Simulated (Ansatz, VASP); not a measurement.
Two plane-wave programs on NiO

```xyz
2
Lattice="1.4381 0.8303 2.3308 -1.4381 0.8303 2.3308 0.0000 -1.6606 2.3308" Properties=species:S:1:pos:R:3 pbc="T T T"
Ni    1.4381    0.8303    2.3308
O     0.0000    0.0000    3.4962
```

Alike in both runs: task single point; functional PBE; k mesh 6 × 6 × 6; occupations gaussian, width 0.05 eV; collinear spin; Hubbard terms Ni d U = 6.2 eV.

```csv
,VASP,Ansatz
version,VASP 6.6.1,Ansatz 0.2.0
potentials or method,"VASP PAW PBE potentials, release 64 (Ni, O), cutoff 520 eV","scalar-relativistic, plane waves, PAW"
valence electrons in the cell,16,24
```

|  | VASP | Ansatz | Ansatz less VASP |
| --- | --- | --- | --- |
| gap on the k mesh at the Fermi level (eV) | 2.31 | 1.97 | -0.344 |
| least direct gap on the mesh (eV) | 3.19 | 2.94 | -0.253 |
| pressure (GPa) | 22.9 | 38.4 | +15.52 |
| traceless stress, the component that is largest in VASP (GPa) | 0.94 | 0.83 | -0.105 |
| net moment per atom (μB) | 1.00 | 1.00 | 0.000 |
| size of the moment on the site where the two differ most (μB) | 1.82 | 1.70 | -0.121 |

Site moments also hang on the region over which each program counts them. The programs project onto different local orbitals, so the same U acts differently, and such runs can settle in different states. VASP's potentials hold 16 valence electrons a cell and Ansatz's 24, so a difference there can come from the potentials and not from the codes.

The k mesh is coarse, so the values compare programs but aren't converged.
